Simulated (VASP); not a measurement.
# Mg9O8 (a cell with a defect) in VASP: notebook

Runs on Mg9O8 (a cell with a defect). Level: LDA. Tasks: relaxation of the atoms.

Everything below comes from runs of VASP 6.6.1. Logs are shortened: lines on timing, memory, paths and dates and some standing lists are left out, and cuts for length are marked.

## (1) The cell of the first run

The cell holds a defect, 17 atoms: a = 6.095 Å, b = 6.095 Å, c = 6.095 Å, α = 60.00°, β = 60.00°, γ = 60.00°.

## (2) Relaxation of the atoms, LDA

Contents of INCAR:

```
ALGO = Normal
EDIFF = 1E-6
EDIFFG = -0.03
ENCUT = 520
IBRION = 2
ISIF = 2
ISMEAR = -1
LASPH = T
LCHARG = F
LREAL = Auto
LWAVE = F
NELM = 80
NSW = 80
PREC = Accurate
SIGMA = 0.02
```

Contents of KPOINTS:

```
k-points
0
Gamma
  2 2 2
```

Contents of POSCAR:

```
Mg9O8
1.0
    0.0000000000      4.3100000000      4.3100000000
    4.3100000000      0.0000000000      4.3100000000
    4.3100000000      4.3100000000      0.0000000000
Mg O
9 8
Direct
    0.0000000000      0.0000000000      0.0000000000
    0.0000000000      0.0000000000      0.5000000000
    0.0000000000      0.5000000000      0.0000000000
    0.0000000000      0.5000000000      0.5000000000
    0.5000000000      0.0000000000      0.0000000000
    0.5000000000      0.0000000000      0.5000000000
    0.5000000000      0.5000000000      0.0000000000
    0.5000000000      0.5000000000      0.5000000000
    0.1271415000      0.1148520000      0.6194226000
    0.2500000000      0.2500000000      0.2500000000
    0.2500000000      0.2500000000      0.7500000000
    0.2500000000      0.7500000000      0.2500000000
    0.2500000000      0.7500000000      0.7500000000
    0.7500000000      0.2500000000      0.2500000000
    0.7500000000      0.2500000000      0.7500000000
    0.7500000000      0.7500000000      0.2500000000
    0.7500000000      0.7500000000      0.7500000000
```

Potentials or basis: VASP PAW LDA potentials, release 64 (Mg, O).

On the command line:

```
$ cat potpaw_LDA.64/Mg/POTCAR potpaw_LDA.64/O/POTCAR > POTCAR
$ mpirun -np 1 vasp_std > vasp.out
```

OUTCAR:

```text
EDIFF = 1E-6
   EDIFFG = -0.03
   ENCUT = 520
   IBRION = 2
   ISIF = 2
   ISMEAR = -1
   LASPH = T
   LREAL = Auto
   NELM = 80
   NSW = 80
   PREC = Accurate

 ion  position               nearest neighbor table
   1  0.000  0.000  0.000-   9 1.90  11 2.15  12 2.15  13 2.15  14 2.15  15 2.15  16 2.15   3 3.05
                             5 3.05   2 3.05   2 3.05   4 3.05   6 3.05   3 3.05   4 3.05   7 3.05
   2  0.000  0.000  0.500-   9 1.80  10 2.15  12 2.15  13 2.15  14 2.15  15 2.15  17 2.15   4 3.05
                             6 3.05   1 3.05   1 3.05   3 3.05   5 3.05   3 3.05   4 3.05   8 3.05
   3  0.000  0.500  0.000-  10 2.15  11 2.15  13 2.15  14 2.15  16 2.15  17 2.15   1 3.05   4 3.05
                             7 3.05   2 3.05   4 3.05   8 3.05   1 3.05   2 3.05   5 3.05   5 3.05
   4  0.000  0.500  0.500-   9 1.92  10 2.15  11 2.15  12 2.15  15 2.15  16 2.15  17 2.15   3 3.05
                             8 3.05   2 3.05   1 3.05   3 3.05   7 3.05   1 3.05   2 3.05   6 3.05
   5  0.500  0.000  0.000-  10 2.15  11 2.15  12 2.15  15 2.15  16 2.15  17 2.15   1 3.05   6 3.05
                             7 3.05   2 3.05   6 3.05   8 3.05   3 3.05   7 3.05   8 3.05   1 3.05
   6  0.500  0.000  0.500-   9 1.86  10 2.15  11 2.15  13 2.15  14 2.15  16 2.15  17 2.15   5 3.05
                             8 3.05   2 3.05   1 3.05   5 3.05   7 3.05   4 3.05   7 3.05   8 3.05
   7  0.500  0.500  0.000-  10 2.15  12 2.15  13 2.15  14 2.15  15 2.15  17 2.15   3 3.05   5 3.05
                             8 3.05   4 3.05   6 3.05   8 3.05   1 3.05   5 3.05   6 3.05   1 3.05
   8  0.500  0.500  0.500-  11 2.15  12 2.15  13 2.15  14 2.15  15 2.15  16 2.15   4 3.05   6 3.05
                             7 3.05   3 3.05   5 3.05   7 3.05   2 3.05   5 3.05   6 3.05   2 3.05
   9  0.127  0.115  0.619-   2 1.80  13 1.82  10 1.84   6 1.86  15 1.88   1 1.90   4 1.92  11 1.93
                             8 3.51   5 3.52   3 3.53   3 3.55   7 3.56   5 3.56   8 3.57   7 3.58
  10  0.250  0.250  0.250-   9 1.84   3 2.15   4 2.15   5 2.15   6 2.15   7 2.15   2 2.15
  11  0.250  0.250  0.750-   9 1.93   3 2.15   4 2.15   5 2.15   6 2.15   8 2.15   1 2.15
  12  0.250  0.750  0.250-   1 2.15   2 2.15   4 2.15   5 2.15   7 2.15   8 2.15
  13  0.250  0.750  0.750-   9 1.82   2 2.15   3 2.15   6 2.15   7 2.15   8 2.15   1 2.15
  14  0.750  0.250  0.250-   1 2.15   2 2.15   3 2.15   6 2.15   7 2.15   8 2.15
  15  0.750  0.250  0.750-   9 1.88   2 2.15   4 2.15   5 2.15   7 2.15   8 2.15   1 2.15
  16  0.750  0.750  0.250-   1 2.15   3 2.15   4 2.15   5 2.15   6 2.15   8 2.15
  17  0.750  0.750  0.750-   2 2.15   3 2.15   4 2.15   5 2.15   6 2.15   7 2.15

 -----------------------------------------------------------------------------
|                                                                             |
|           W    W    AA    RRRRR   N    N  II  N    N   GGGG   !!!           |
|           W    W   A  A   R    R  NN   N  II  NN   N  G    G  !!!           |
|           W    W  A    A  R    R  N N  N  II  N N  N  G       !!!           |
|           W WW W  AAAAAA  RRRRR   N  N N  II  N  N N  G  GGG   !            |
|           WW  WW  A    A  R   R   N   NN  II  N   NN  G    G                |
|           W    W  A    A  R    R  N    N  II  N    N   GGGG   !!!           |
|                                                                             |
|     The distance between some ions is very small. Please check the          |
|     nearest-neighbor list in the OUTCAR file.                               |
|     I HOPE YOU KNOW WHAT YOU ARE DOING!                                     |
|                                                                             |
 -----------------------------------------------------------------------------

  LATTYP: Found a face centered cubic cell.
 ALAT       =     8.6200000000

  Lattice vectors:

 A1 = (   0.0000000000,   4.3100000000,   4.3100000000)
 A2 = (   4.3100000000,   0.0000000000,   4.3100000000)
 A3 = (   4.3100000000,   4.3100000000,   0.0000000000)

Analysis of symmetry for initial positions (statically):
=====================================================================
 Subroutine PRICEL returns:
 Original cell was already a primitive cell.

 Routine SETGRP: Setting up the symmetry group for a
 face centered cubic supercell.

 Subroutine GETGRP returns: Found  1 space group operations
 (whereof  1 operations were pure point group operations)
 out of a pool of 48 trial point group operations.

The static configuration has the point symmetry C_1 .

Analysis of symmetry for dynamics (positions and initial velocities):
=====================================================================
 Subroutine PRICEL returns:
 Original cell was already a primitive cell.

 Routine SETGRP: Setting up the symmetry group for a
 face centered cubic supercell.

 Subroutine GETGRP returns: Found  1 space group operations
 (whereof  1 operations were pure point group operations)
 out of a pool of 48 trial point group operations.

The dynamic configuration has the point symmetry C_1 .

 Subroutine INISYM returns: Found  1 space group operations
 (whereof  1 operations are pure point group operations),
 and found     1 'primitive' translations

[... 73 lines left out ...]

 Subroutine IBZKPT returns following result:
 ===========================================

 Found      8 irreducible k-points:

 Following reciprocal coordinates:
            Coordinates               Weight
  0.000000  0.000000  0.000000      1.000000
  0.500000  0.000000  0.000000      1.000000
  0.000000  0.500000  0.000000      1.000000
  0.000000  0.000000  0.500000      1.000000
  0.500000  0.500000  0.500000      1.000000
  0.500000  0.500000  0.000000      1.000000
  0.000000  0.500000  0.500000      1.000000
  0.500000  0.000000  0.500000      1.000000
   k-points           NKPTS =      8   k-points in BZ     NKDIM =      8   number of bands    NBANDS=     42
   number of dos      NEDOS =    301   number of ions     NIONS =     17
   total plane-waves  NPLWV = 110592
   dimension x,y,z NGX =    48 NGY =   48 NGZ =   48
   dimension x,y,z NGXF=    96 NGYF=   96 NGZF=   96
   ions per type =               9   8
   NGX,Y,Z   is equivalent  to a cutoff of  13.09, 13.09, 13.09 a.u.
   NGXF,Y,Z  is equivalent  to a cutoff of  26.18, 26.18, 26.18 a.u.
 SYSTEM =  unknown system
   PREC   = accura    normal or accurate (medium, high low for compatibility)
   ISTART =      0    job   : 0-new  1-cont  2-samecut
   ICHARG =      2    charge: 1-file 2-atom 10-const
   ISPIN  =      1    spin polarized calculation?
   LNONCOLLINEAR =      F non collinear calculations
   LSORBIT =      F    spin-orbit coupling
   LASPH  =      T    aspherical Exc in radial PAW
   ENCUT  =  520.0 eV  38.22 Ry    6.18 a.u.  11.33 11.33 11.33*2*pi/ulx,y,z
   NELM   =     80;   NELMIN=  2; NELMDL= -5     # of ELM steps
   EDIFF  = 0.1E-05   stopping-criterion for ELM
   LREAL  =      T    real-space projection
   EDIFFG = -.3E-01   stopping-criterion for IOM
   NSW    =     80    number of steps for IOM
   IBRION =      2    ionic relax: 0-MD 1-quasi-New 2-CG
   NFREE  =      1    steps in history (QN), initial steepest desc. (CG)
   ISIF   =      2    stress and relaxation
   ISYM   =      2    0-nonsym 1-usesym 2-fastsym
   POTIM  = 0.5000    time-step for ionic-motion
   TEBEG  =    0.0;   TEEND  =   0.0 temperature during run
   PSTRESS=    0.0 pullay stress
   NELECT =      66.0000    total number of electrons
   NUPDOWN=      -1.0000    fix difference up-down
   EMIN   =  10.00;   EMAX   =-10.00  energy-range for DOS
   EFERMI =   0.00;   METHOD = LEGACY
   ISMEAR =    -1;   SIGMA  =   0.02  broadening in eV -4-tet -1-fermi 0-gaus
   EFERMI_NEDOS =   21; number of points for ismear=-14 and -15
   IALGO  =     38    algorithm
   IMIX   =      4    mixing-type and parameters
     AMIX     =   0.40;   BMIX     =  1.00
     AMIX_MAG =   1.60;   BMIX_MAG =  1.00
  volume/ion in A,a.u.               =       9.42        63.56
  Fermi-wavevector in a.u.,A,eV,Ry     =   1.218341  2.302331 20.195874  1.484355
  Thomas-Fermi vector in A             =   2.353631
   LORBIT       =      0    0 simple, 1 ext, 2 COOP (PROOUT), +10 PAW based schemes
   GGA     = CA    functional components
   LHFCALC =     F    Hartree Fock is set to
   AEXX    =    0.0000 exact exchange contribution
   IVDW    =     0    specifies the selected vdW correction
   LEPSILON=     F    determine dielectric tensor
   LRPA    =     F    only Hartree local field effects (RPA)
 conjugate gradient relaxation of ions
 non-spin polarized calculation
  energy-cutoff  :      520.00
  volume of cell :      160.13
 maximum number of plane-waves:      4338
 NGX is ok and might be reduce to    48
   NGX = 23   NGY = 23   NGZ = 23

--------------------------------------- Ionic step        1  -------------------------------------------

 number of electron      65.9999982 magnetization

 Free energy of the ion-electron system (eV)
  ---------------------------------------------------
  ext. energy  EPLUGINS =         0.00000000
  ---------------------------------------------------
  free energy    TOTEN  =       -91.51882751 eV

  energy without entropy =      -91.50880008  energy(sigma->0) =      -91.51381380

------------------------ aborting loop because EDIFF is reached ----------------------------------------

  FORCE on cell =-STRESS in cart. coord.  units (eV):
  Direction    XX          YY          ZZ          XY          YZ          ZX
  --------------------------------------------------------------------------------------
  -------------------------------------------------------------------------------------
  Total       18.6958788     18.9964767     18.9306489      0.6200264      1.1447795      0.3793028
  in kB      187.0659145    190.0736153    189.4149599      6.2038163     11.4543546      3.7952010
  external PRESSURE =     188.8514966 kB  Pullay stress =       0.0000000 kB
[... 134 lines left out ...]
  FREE ENERGIE OF THE ION-ELECTRON SYSTEM (eV)
  ---------------------------------------------------
  free  energy   TOTEN  =       -97.1609788535 eV

  energy  without entropy=      -97.1498943030  energy(sigma->0) =      -97.15543658

[... ionic steps 4 to 10 ...]

--------------------------------------- Ionic step       11  -------------------------------------------

 number of electron      66.0000003 magnetization

------------------------ aborting loop because EDIFF is reached ----------------------------------------
[... 97 lines left out ...]
--------------------------------------- Ionic step       13  -------------------------------------------

 number of electron      66.0000003 magnetization

 Free energy of the ion-electron system (eV)
  ---------------------------------------------------
  ext. energy  EPLUGINS =         0.00000000
  ---------------------------------------------------
  free energy    TOTEN  =       -97.31335195 eV

  energy without entropy =      -97.30362302  energy(sigma->0) =      -97.30848748

 E-fermi :   8.9555     XC(G=0): -11.5823

 val. band max:        8.9540319885   @ k =   0.0000   0.5000   0.0000
 cond. band min:       9.0676743162   @ k =   0.0000   0.0000   0.0000
 fundamental gap:      0.1136423277
 Fermi energy:         8.9554639250

 k-point     1 :       0.0000    0.0000    0.0000
  band No.  band energies     occupation
      1     -13.9382      2.00000
      2     -12.7717      2.00000
      3     -12.7574      2.00000
      4     -12.7506      2.00000
      5     -12.7441      2.00000
      6     -12.4974      2.00000
[... 393 lines left out ...]
  FREE ENERGIE OF THE ION-ELECTRON SYSTEM (eV)
  ---------------------------------------------------
  free  energy   TOTEN  =       -97.3133519519 eV

  energy  without entropy=      -97.3036230163  energy(sigma->0) =      -97.30848748

 reached required accuracy - stopping structural energy minimisation
```

Wall time 29 min (1 thread of Intel Xeon 8259CL, shared host); peak memory 0.24 GiB.

What came out:

- Free energy: -97.3134 eV
- Energy gained by relaxing: 340.9 meV/atom
- Ionic steps: 13
- Pressure after relaxing: 15.9 GPa
- Largest force after relaxing: 0.029 eV/Å
- Band gap on the k mesh: zero (bands 33 and 34 overlap by 0.48 eV)

Forces in eV/Å, atoms in the order of the input:
```
Mg   0.005  0.009 -0.012
Mg  -0.019 -0.013 -0.015
Mg  -0.002  0.001  0.002
Mg   0.003 -0.008  0.005
Mg   0.004 -0.003  0.003
Mg  -0.018  0.012  0.010
Mg   0.001  0.001  0.001
Mg   0.004  0.002 -0.003
Mg  -0.025  0.001 -0.012
O    0.018 -0.010  0.020
O    0.009 -0.015 -0.003
O    0.002 -0.004 -0.006
O    0.005  0.019 -0.010
O   -0.003  0.005 -0.003
O    0.019  0.003  0.017
O    0.000  0.003  0.001
O   -0.005 -0.004  0.005
```

Step by step:
```
step  energy change (eV)  largest force (eV/Å)  pressure (GPa)
   1              0.0000               10.4871           18.89
   2             -4.1244                6.0694           21.57
   3             -5.6422                0.5861           17.55
   4             -5.6412                0.6226           17.66
   5             -5.7491                0.4511           16.87
   6             -5.7548                0.7433           16.70
   7             -5.7852                0.1605           16.02
   8             -5.7862                0.1335           16.12
   9             -5.7908                0.0838           16.07
  10             -5.7922                0.1540           16.04
  11             -5.7941                0.0785           15.91
  12             -5.7942                0.0446           15.93
  13             -5.7945                0.0287           15.90
```

Final structure:
```
Mg O
1.0
     0.00000    4.31000    4.31000
     4.31000    0.00000    4.31000
     4.31000    4.31000    0.00000
Mg O
9 8
Cartesian
  4.4888 4.4890 8.4409
  6.2689 6.2683 8.4237
  2.1588 4.3068 6.4623
  4.4845 6.2900 6.6398
  4.3067 2.1594 6.4610
  6.2790 4.4959 6.6511
  2.1582 2.1577 4.3130
  4.3073 4.3061 4.3142
  3.2046 3.2268 1.0633
  2.1418 2.1313 2.1860
  4.3185 4.3095 2.1581
  4.2670 2.1905 4.3429
  6.4440 4.3451 4.2825
  2.1919 4.2655 4.3506
  4.3347 6.4532 4.3023
  4.2715 4.2775 6.4300
  6.4986 6.5049 6.4212
```

Levels at points of the mesh, in eV from the Fermi level:
| k point | band 30 | band 31 | band 32 | band 33 | band 34 | band 35 | band 36 | band 37 |
| --- | --- | --- | --- | --- | --- | --- | --- | --- |
| (0.00, 0.00, 0.00) | -6.28 | -6.27 | -6.26 | -2.43 | 0.11 | 0.85 | 0.87 | 0.88 |
| (0.50, 0.00, 0.00) | -6.55 | -6.50 | -6.49 | -0.28 | -0.03 | 1.48 | 1.80 | 1.96 |
| (0.00, 0.50, 0.00) | -6.56 | -6.48 | -6.48 | -0.29 | 0.00 | 1.47 | 1.82 | 1.93 |
| (0.00, 0.00, 0.50) | -6.56 | -6.49 | -6.48 | -0.29 | -0.01 | 1.47 | 1.80 | 1.95 |
| (0.50, 0.50, 0.50) | -6.56 | -6.50 | -6.50 | -0.27 | -0.06 | 1.50 | 1.83 | 1.92 |
| (0.50, 0.50, 0.00) | -6.81 | -6.74 | -6.63 | 0.42 | 0.62 | 1.62 | 2.01 | 2.08 |
| (0.00, 0.50, 0.50) | -6.80 | -6.74 | -6.63 | 0.41 | 0.63 | 1.62 | 1.97 | 2.11 |
| (0.50, 0.00, 0.50) | -6.81 | -6.74 | -6.63 | 0.42 | 0.62 | 1.62 | 2.04 | 2.05 |

Caveat: the k points lie up to 0.63 Å⁻¹ apart.

(Continued in part 2 of 2.)

The gap in the log of VASP goes by the Fermi energy; the results here count the filled bands.